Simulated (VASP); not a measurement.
# Ni (Im-3m) in VASP: a series of runs

Ni is run at these levels: PBEsol; tasks: single point.

Everything below comes from runs of VASP 6.6.1. Logs are shortened: lines on timing, memory, paths and dates and some standing lists are left out, and cuts for length are marked.

## Step 1: The cell of the first run

It takes space group Im-3m (No. 229, cubic). Conventional cell: a = 2.767 Å, b = 2.767 Å, c = 2.767 Å, α = 90.00°, β = 90.00°, γ = 90.00°. Ni (site symmetry m-3m) has 14 Ni at 2.40 to 2.77 Å within 3.2 Å.

This isn't the form of Ni at room conditions, which is fcc.

## Step 2: Single point, PBEsol, collinear spin, ferromagnetic start

Contents of INCAR:

```
ALGO = Normal ; EDIFF = 1E-7
ENCUT = 520 ; GGA = PS
ISIF = 2 ; ISMEAR = 0
ISPIN = 2 ; LASPH = True
LCHARG = True ; LELF = True
LMAXMIX = 4 ; LORBIT = 11
LREAL = False ; LVHAR = True
LWAVE = False ; MAGMOM = 2
NBANDS = 15 ; NELM = 150
PREC = Accurate ; SIGMA = 0.01
```

Contents of KPOINTS:

```
k-points
0
Gamma
  14 14 14
```

Contents of POSCAR:

```
Ni
1.0
   -1.3837200000      1.3837200000      1.3837200000
    1.3837200000     -1.3837200000      1.3837200000
    1.3837200000      1.3837200000     -1.3837200000
Ni
1
Direct
    0.0000000000      0.0000000000      0.0000000000
```

Potentials or basis: VASP PAW PBE potentials, release 64 (Ni).

Started as:

```console
$ cat potpaw_PBE.64/Ni/POTCAR > POTCAR
$ mpirun -np 1 vasp_std > vasp.out
```

OUTCAR:

```text
EDIFF = 1E-7
   ENCUT = 520
   GGA = PS
   ISIF = 2
   ISMEAR = 0
   ISPIN = 2
   LASPH = True
   LORBIT = 11
   LREAL = False
   NELM = 150
   PREC = Accurate

 ion  position               nearest neighbor table
   1  0.000  0.000  0.000-

  LATTYP: Found a body centered cubic cell.
 ALAT       =     2.7674400000

  Lattice vectors:

 A1 = (  -1.3837200000,   1.3837200000,   1.3837200000)
 A2 = (   1.3837200000,  -1.3837200000,   1.3837200000)
 A3 = (   1.3837200000,   1.3837200000,  -1.3837200000)

Analysis of symmetry for initial positions (statically):
=====================================================================
 Subroutine PRICEL returns:
 Original cell was already a primitive cell.

 Routine SETGRP: Setting up the symmetry group for a
 body centered cubic supercell.

 Subroutine GETGRP returns: Found 48 space group operations
 (whereof 48 operations were pure point group operations)
 out of a pool of 48 trial point group operations.

The static configuration has the point symmetry O_h .

Analysis of symmetry for dynamics (positions and initial velocities):
=====================================================================
 Subroutine PRICEL returns:
 Original cell was already a primitive cell.

 Routine SETGRP: Setting up the symmetry group for a
 body centered cubic supercell.

 Subroutine GETGRP returns: Found 48 space group operations
 (whereof 48 operations were pure point group operations)
 out of a pool of 48 trial point group operations.

The dynamic configuration has the point symmetry O_h .

Analysis of structural, dynamic, and magnetic symmetry:
=====================================================================
 Subroutine PRICEL returns:
 Original cell was already a primitive cell.

 Routine SETGRP: Setting up the symmetry group for a
 body centered cubic supercell.

 Subroutine GETGRP returns: Found 48 space group operations
 (whereof 48 operations were pure point group operations)
 out of a pool of 48 trial point group operations.

The overall configuration has the point symmetry O_h .

 Subroutine INISYM returns: Found 48 space group operations
 (whereof 48 operations are pure point group operations),
 and found     1 'primitive' translations

----------------------------------------------------------------------------------------

                                     Primitive cell

  volume of cell :      10.5975

  direct lattice vectors                    reciprocal lattice vectors
    -1.383720000  1.383720000  1.383720000     0.000000000  0.361344781  0.361344781
     1.383720000 -1.383720000  1.383720000     0.361344781  0.000000000  0.361344781
     1.383720000  1.383720000 -1.383720000     0.361344781  0.361344781  0.000000000

  length of vectors
     2.396673343  2.396673343  2.396673343     0.511018690  0.511018690  0.511018690

  position of ions in fractional coordinates (direct lattice)
     0.000000000  0.000000000  0.000000000

  ion indices of the primitive-cell ions
   primitive index   ion index
                 1           1

----------------------------------------------------------------------------------------

 KPOINTS: k-points

Automatic generation of k-mesh.
 Grid dimensions read from file:
 generate k-points for:   14   14   14

 Generating k-lattice:

  Cartesian coordinates                     Fractional coordinates (reciprocal lattice)
     0.000000000  0.025810341  0.025810341     0.071428571  0.000000000  0.000000000
     0.025810341  0.000000000  0.025810341     0.000000000  0.071428571  0.000000000
     0.025810341  0.025810341  0.000000000     0.000000000  0.000000000  0.071428571

  Length of vectors
     0.036501335  0.036501335  0.036501335

  Shift w.r.t. Gamma in fractional coordinates (k-lattice)
     0.000000000  0.000000000  0.000000000

 Subroutine IBZKPT returns following result:
 ===========================================

 Found    104 irreducible k-points:

 Following reciprocal coordinates:
            Coordinates               Weight
  0.000000  0.000000  0.000000      1.000000
  0.071429  0.000000  0.000000     12.000000
  0.142857  0.000000  0.000000     12.000000
  0.214286  0.000000  0.000000     12.000000
  0.285714  0.000000  0.000000     12.000000
  0.357143  0.000000  0.000000     12.000000
[... 16 lines left out ...]
  0.285714  0.285714  0.000000     24.000000
  0.357143  0.285714  0.000000     24.000000
 [... further k-points ...]
   k-points           NKPTS =    104   k-points in BZ     NKDIM =    104   number of bands    NBANDS=     15
   number of dos      NEDOS =    301   number of ions     NIONS =      1
   total plane-waves  NPLWV =   5832
   dimension x,y,z NGX =    18 NGY =   18 NGZ =   18
   dimension x,y,z NGXF=    36 NGYF=   36 NGZF=   36
   ions per type =               1
   NGX,Y,Z   is equivalent  to a cutoff of  12.49, 12.49, 12.49 a.u.
   NGXF,Y,Z  is equivalent  to a cutoff of  24.97, 24.97, 24.97 a.u.
 SYSTEM =  unknown system
   PREC   = accura    normal or accurate (medium, high low for compatibility)
   ISTART =      0    job   : 0-new  1-cont  2-samecut
   ICHARG =      2    charge: 1-file 2-atom 10-const
   ISPIN  =      2    spin polarized calculation?
   LNONCOLLINEAR =      F non collinear calculations
   LSORBIT =      F    spin-orbit coupling
   LASPH  =      T    aspherical Exc in radial PAW
   ENCUT  =  520.0 eV  38.22 Ry    6.18 a.u.   4.46  4.46  4.46*2*pi/ulx,y,z
   NELM   =    150;   NELMIN=  2; NELMDL= -5     # of ELM steps
   EDIFF  = 0.1E-06   stopping-criterion for ELM
   LREAL  =      F    real-space projection
   EDIFFG = 0.1E-05   stopping-criterion for IOM
   NSW    =      0    number of steps for IOM
   IBRION =     -1    ionic relax: 0-MD 1-quasi-New 2-CG
   NFREE  =      0    steps in history (QN), initial steepest desc. (CG)
   ISIF   =      2    stress and relaxation
   ISYM   =      2    0-nonsym 1-usesym 2-fastsym
   POTIM  = 0.5000    time-step for ionic-motion
   TEBEG  =    0.0;   TEEND  =   0.0 temperature during run
   PSTRESS=    0.0 pullay stress
   NELECT =      10.0000    total number of electrons
   NUPDOWN=      -1.0000    fix difference up-down
   EMIN   =  10.00;   EMAX   =-10.00  energy-range for DOS
   EFERMI =   0.00;   METHOD = LEGACY
   ISMEAR =     0;   SIGMA  =   0.01  broadening in eV -4-tet -1-fermi 0-gaus
   EFERMI_NEDOS =   21; number of points for ismear=-14 and -15
   IALGO  =     38    algorithm
   IMIX   =      4    mixing-type and parameters
     AMIX     =   0.40;   BMIX     =  1.00
     AMIX_MAG =   1.60;   BMIX_MAG =  1.00
  volume/ion in A,a.u.               =      10.60        71.52
  Fermi-wavevector in a.u.,A,eV,Ry     =   1.605733  3.034395 35.080961  2.578378
  Thomas-Fermi vector in A             =   2.702032
   LORBIT       =     11    0 simple, 1 ext, 2 COOP (PROOUT), +10 PAW based schemes
   GGA     = PS    functional components
   LHFCALC =     F    Hartree Fock is set to
   AEXX    =    0.0000 exact exchange contribution
   IVDW    =     0    specifies the selected vdW correction
   LEPSILON=     F    determine dielectric tensor
   LRPA    =     F    only Hartree local field effects (RPA)
 spin polarized calculation
 Gauss-broadening in eV      SIGMA  =   0.01
  energy-cutoff  :      520.00
  volume of cell :       10.60
 maximum number of plane-waves:       321
 NGX is ok and might be reduce to    18
   NGX =  9   NGY =  9   NGZ =  9

 number of electron      10.0000004 magnetization       0.5260691

 Free energy of the ion-electron system (eV)
  ---------------------------------------------------
  ext. energy  EPLUGINS =         0.00000000
  ---------------------------------------------------
  free energy    TOTEN  =        -6.03653854 eV

  energy without entropy =       -6.03649007  energy(sigma->0) =       -6.03651431

 E-fermi :   9.4426     XC(G=0): -13.5858

 val. band max:        9.4381640528   @ k =  -0.3571   0.3571   0.2857
 cond. band min:       9.4451204390   @ k =  -0.2857   0.5000   0.0714
 fundamental gap:      0.0069563863
 Fermi energy:         9.4425899455

 spin component 1

 k-point     1 :       0.0000    0.0000    0.0000
  band No.  band energies     occupation
      1       0.3190      1.00000
      2       7.0948      1.00000
      3       7.0948      1.00000
      4       7.0948      1.00000
      5       8.5806      1.00000
      6       8.5806      1.00000
      7      36.1393      0.00000
      8      36.1393      0.00000
      9      36.1393      0.00000
     10      41.2100      0.00000
     11      41.2100      0.00000
     12      42.4275      0.00000
     13      42.4275      0.00000
     14      42.4275      0.00000
     15      43.0670      0.00000
[... 397 lines left out ...]
 k-point    24 :       0.3571    0.2857    0.0000
  band No.  band energies     occupation
      1       5.7619      1.00000
      2       6.2997      1.00000
      3       6.6325      1.00000
      4       8.5802      1.00000
      5       8.7374      1.00000
      6      14.7593      0.00000
      7      16.5438      0.00000
      8      18.9704      0.00000
      9      28.8258      0.00000
     10      38.4877      0.00000
     11      40.1911      0.00000
     12      46.6298      0.00000
     13      50.4554      0.00000
     14      54.2201      0.00000
     15      55.4395      0.00000

 [... further k-points ...]

 spin component 2

 k-point     1 :       0.0000    0.0000    0.0000
  band No.  band energies     occupation
      1       0.3233      1.00000
      2       7.7252      1.00000
      3       7.7252      1.00000
      4       7.7252      1.00000
      5       9.0398      1.00000
      6       9.0398      1.00000
      7      36.0721      0.00000
      8      36.0721      0.00000
      9      36.0721      0.00000
     10      41.1673      0.00000
     11      41.1673      0.00000
     12      42.5931      0.00000
     13      42.5931      0.00000
     14      42.5931      0.00000
     15      43.2265      0.00000
[... 397 lines left out ...]
 k-point    24 :       0.3571    0.2857    0.0000
  band No.  band energies     occupation
      1       6.2359      1.00000
      2       6.7362      1.00000
      3       7.0044      1.00000
      4       9.1247      1.00000
      5       9.2913      1.00000
      6      15.0059      0.00000
      7      16.7879      0.00000
      8      19.1544      0.00000
      9      28.9162      0.00000
     10      38.4962      0.00000
     11      40.1891      0.00000
     12      46.7971      0.00000
     13      50.5815      0.00000
     14      54.5642      0.00000
     15      55.4746      0.00000

 [... further k-points ...]

------------------------ aborting loop because EDIFF is reached ----------------------------------------

  FORCE on cell =-STRESS in cart. coord.  units (eV):
  Direction    XX          YY          ZZ          XY          YZ          ZX
  --------------------------------------------------------------------------------------
  -------------------------------------------------------------------------------------
  Total       -0.1919029     -0.1919029     -0.1919029     -0.0000000     -0.0000000      0.0000000
  in kB      -29.0126540    -29.0126540    -29.0126540     -0.0000000     -0.0000000      0.0000000
  external PRESSURE =     -29.0126540 kB  Pullay stress =       0.0000000 kB

 VOLUME and BASIS-vectors are now :
 -----------------------------------------------------------------------------
  energy-cutoff  :      520.00
  volume of cell :       10.60
      direct lattice vectors                 reciprocal lattice vectors
    -1.383720000  1.383720000  1.383720000     0.000000000  0.361344781  0.361344781
     1.383720000 -1.383720000  1.383720000     0.361344781  0.000000000  0.361344781
     1.383720000  1.383720000 -1.383720000     0.361344781  0.361344781  0.000000000

 POSITION                                       TOTAL-FORCE (eV/Angst)
 -----------------------------------------------------------------------------------
      0.00000      0.00000      0.00000         0.000000      0.000000     -0.000000
 -----------------------------------------------------------------------------------
    total drift:                                0.000000      0.000000      0.000000

  FREE ENERGIE OF THE ION-ELECTRON SYSTEM (eV)
  ---------------------------------------------------
  free  energy   TOTEN  =        -6.0365385449 eV

  energy  without entropy=       -6.0364900674  energy(sigma->0) =       -6.03651431

 total charge

# of ion       s       p       d       tot
------------------------------------------
    1        0.505   0.515   8.346   9.366

 magnetization (x)

# of ion       s       p       d       tot
------------------------------------------
    1       -0.005  -0.015   0.551   0.530
```

Wall time 39 s (1 thread of Intel Xeon 8259CL, shared host); peak memory 0.14 GiB.

What came out:

```
Free energy                                           : -6.0365 eV
Pressure                                              : -2.9 GPa
Net moment                                            : 0.53 μB per cell
Site moments                                          : Ni +0.53 μB
Valence electrons inside the program's atomic spheres : Ni 9.37
```

Caveat: the PAW data sets were made with another functional, which shifts forces and pressure a little.

(Continued in part 2 of 2.)
